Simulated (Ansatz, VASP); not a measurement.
**Two plane-wave programs on BaTiO3**

```xyz
5
Lattice="3.9998 0.0000 0.0000 0.0000 3.9998 0.0000 0.0000 0.0000 4.0180" Properties=species:S:1:pos:R:3 pbc="T T T"
Ba    0.0000    0.0000    0.0000
Ti    1.9999    1.9999    1.9688
O     1.9999    1.9999    0.0763
O     1.9999    0.0000    2.0773
O     0.0000    1.9999    2.0773
```

Alike in both runs: task single point; functional PBE; k mesh 6 × 6 × 6; no spin polarisation; Hubbard terms Ti d U = 1.5 eV.

|  | VASP | Ansatz |
| --- | --- | --- |
| version | VASP 6.6.1 | Ansatz 0.2.0 |
| potentials or method | VASP PAW PBE potentials, release 64 (Ba_sv, Ti_sv, O) | plane waves, PAW |
| plane-wave cutoff (eV) | 520 | 420 |
| occupations | gaussian, width 0.01 eV | fixed |
| valence electrons in the cell | 40 | 40 |

```csv
,VASP,Ansatz,Ansatz less VASP
gap on the k mesh at the Fermi level (eV),1.94,1.99,+0.055
```

The programs project onto different local orbitals, so the same U acts differently, and such runs can settle in different states.

Neither program's run includes spin-orbit coupling.
